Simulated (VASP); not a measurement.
Set up this calculation in VASP 6.6.1, as the native input.

* Task: relaxation of cell and atoms
* Functional: revPBE
* Dispersion: D3(BJ)
* Potentials or basis: VASP PAW PBE potentials, release 64 (Sn_d)
* Cutoff: 600 eV
* k mesh: 10 × 10 × 10
* Occupations: fermi-dirac, width 0.05 eV
* Spin: no spin polarisation
* Dipole correction: no
* Further INCAR settings: ALGO = Fast; EDIFF = 1e-06; IBRION = 2; EDIFFG = -0.01; NSW = 60; ISIF = 3

The structure of Sn lies in POSCAR:

```
Sn
1.0
   -2.0291894110      2.0291894110      1.6607599896
    2.0291894110     -2.0291894110      1.6607599896
    2.0291894110      2.0291894110     -1.6607599896
Sn
1
Direct
    0.0000000000      0.0000000000      0.0000000000
```

One way to write it, as run:

INCAR

```
SYSTEM = Sn
  PREC = Accurate
  ENCUT = 600
  EDIFF = 1E-6
  ISMEAR = -1
  SIGMA = 0.05
  LREAL = .False.
  LASPH = .True.
  NELM = 80
  ALGO = Fast
  ISIF = 3
  LWAVE = .False.
  LCHARG = .False.
  GGA = RE
  IVDW = 12
  IBRION = 2
  NSW = 60
  EDIFFG = -0.01
```

KPOINTS

```
regular mesh
0
Gamma
  10 10 10
  0 0 0
```

Potentials or basis: VASP PAW PBE potentials, release 64 (Sn_d).

Command:

```console
$ cat potpaw_PBE.64/Sn_d/POTCAR > POTCAR
$ mpirun -np 1 vasp_std > vasp.out
```

It gave:

```yaml
Relaxed_volume: 26.04 Å³/atom
Relaxed_cell: a = 3.257 Å, b = 3.257 Å, c = 3.257 Å, α = 104.99°, β = 104.99°, γ = 118.86°
Space_group_after_relaxing_to_0.05_Å: I4/mmm (No. 139)
Energy_gained_by_relaxing: 11.5 meV/atom
Ionic_steps: 6
Pressure_after_relaxing: -0.1 GPa
Band_gap_on_the_k_mesh: zero (band 7 reaches 15.99 eV, above the bottom of band 8 at 6.45 eV)
Dispersion_energy_per_atom: -0.741 eV
```

Caveat: the PAW data sets were made with another functional, which shifts forces and pressure a little; spin-orbit coupling is left out, which moves the levels of the heavy elements; pairwise dispersion overbinds metals, which lowers pressure and volume.

Wall time 90 s on 1 thread of Intel(R) Xeon(R) Platinum 8488C (Sapphire Rapids) (shared host), peak memory 0.19 GiB.
